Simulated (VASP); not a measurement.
Runs of VASP 6.6.1 on AlGa3O6. The structure is that of space group R3 (No. 146), or close to it. The cells are those of the table. 

```csv
level,cell,gap on the mesh (eV),pressure (GPa),largest force (eV/Å)
PBEsol,"a = 5.283 Å, angles 55.8°, 10 atoms",3.32,0.5,0.03
PBE,"a = 5.275 Å, angles 55.7°, 10 atoms",(d),9.7,0.18
r2SCAN,"a = 5.275 Å, angles 55.7°, 10 atoms",4.20,1.4,(b)
PBE,"a = 5.343 Å, angles 55.7°, 10 atoms",(a),0.7,(c)
```

Alike in all rows: task single point; potentials or basis VASP PAW PBE potentials, release 64 (Al, Ga_d, O); no spin polarisation; k mesh 6 × 6 × 6; cutoff (eV) 520; smearing fermi-dirac 0.02 eV.

Question: Estimate the missing entries.

Answer: (a) 3.04; (b) 0.11; (c) 0.05; (d) 3.47.

Caveats: the PAW data sets were made with another functional, which shifts forces and pressure a little (some runs).

A k mesh can miss the band edges, and the runs leave out spin-orbit coupling on Ga.
